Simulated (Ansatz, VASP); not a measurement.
# One calculation of Zn4HO4, two programs

```xyz
9
Lattice="5.5148 0.0000 0.0000 0.0000 5.5148 0.0000 0.0000 0.0000 3.2430" Properties=species:S:1:pos:R:3 pbc="T T T"
Zn    1.0041    1.0041    1.6215
Zn    4.5108    4.5108    1.6215
Zn    3.7615    1.7533    0.0000
Zn    1.7533    3.7615    0.0000
O     4.5111    1.0037    1.6215
O     1.0037    4.5111    1.6215
O     3.7611    3.7611    0.0000
O     1.7537    1.7537    0.0000
H     5.5150    0.4522    0.0000
```

Alike in both runs: task single point; functional PBEsol; k mesh 4 × 4 × 8; occupations gaussian, width 0.05 eV; no spin polarisation.

```csv
,VASP,Ansatz
version,VASP 6.6.1,Ansatz 0.2.0
potentials or method,"VASP PAW PBE potentials, release 64 (Zn, O, H), cutoff 520 eV","scalar-relativistic, plane waves, PAW"
valence electrons in the cell,73,73
```

```tsv
	VASP	Ansatz	Ansatz less VASP
gap on the k mesh at the Fermi level (eV)	none	none	-
pressure (GPa)	4.7	3.7	-0.96
traceless stress, the component that is largest in VASP (GPa)	1.39	1.23	-0.161
rms of the force components (eV/Å)	0.180	0.177	-0.0033
```

VASP's potentials were made for PBE, not for PBEsol, and Ansatz warns of the same on its side. Atom by atom the forces differ by 0.005 eV/Å (rms over components). A gap of «none» marks a metal or a gap that the smearing closes. The functional is the same, so the differences come from potentials, cutoffs and numerics.
